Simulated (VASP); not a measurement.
Here is a VASP 6.6.1 calculation.

The input INCAR:

```
ALGO = Normal ; EDIFF = 1E-6
ENCUT = 500 ; GGA = PE
GGA_COMPAT = F ; ISIF = 2
ISMEAR = 0 ; LASPH = T
LCHARG = F ; LREAL = F
LWAVE = F ; NBANDS = 12
NELM = 120 ; PREC = Accurate
SIGMA = 0.1
```

The input KPOINTS:

```
k-points
0
Gamma
  8 8 8
```

The input POSCAR:

```
Y
1.0
   -1.7683155140      1.7683155140      1.7683155140
    1.7683155140     -1.7683155140      1.7683155140
    1.7683155140      1.7683155140     -1.7683155140
Y
1
Direct
    0.0000000000      0.0000000000      0.0000000000
```

Potentials or basis: VASP PAW PBE potentials, release 64 (Y_sv).

The run is started by

```bash
$ cat potpaw_PBE.64/Y_sv/POTCAR > POTCAR
$ mpirun -np 1 vasp_std > vasp.out
```

(1) What does it give for the pressure?

## Answers

(1) 26.9 GPa.
